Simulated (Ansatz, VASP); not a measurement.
Cu: VASP beside Ansatz

```
Cu
1.0
    -1.48608    1.44279    1.37608
     1.48608   -1.44279    1.37608
     1.48608    1.44279   -1.37608
Cu
1
Direct
  0.00000 0.00000 0.00000
```

Change from the starting cell: strain +0.0300 x Voigt [1, 0, 0, 0, 0, 0], atoms carried along.

Alike in both runs: task single point; functional PBEsol; k mesh 24 × 24 × 24; occupations gaussian, width 0.15 eV; no spin polarisation.

```csv
,VASP,Ansatz
version,VASP 6.6.1,Ansatz 0.2.0
potentials or method,"VASP PAW PBE potentials, release 64 (Cu), cutoff 520 eV","scalar-relativistic, plane waves, PAW"
valence electrons in the cell,11,19
```

```csv
,VASP,Ansatz,Ansatz less VASP
gap on the k mesh at the Fermi level (eV),none,none,-
pressure (GPa),-5.1,-5.7,-0.64
"traceless stress, the component that is largest in VASP (GPa)",0.47,0.48,+0.007
```

VASP's potentials were made for PBE, not for PBEsol. A gap of «none» marks a metal or a gap that the smearing closes. The functional is the same, so the differences come from potentials, cutoffs and numerics. VASP's potentials hold 11 valence electrons a cell and Ansatz's 19, so a difference there can come from the potentials and not from the codes.
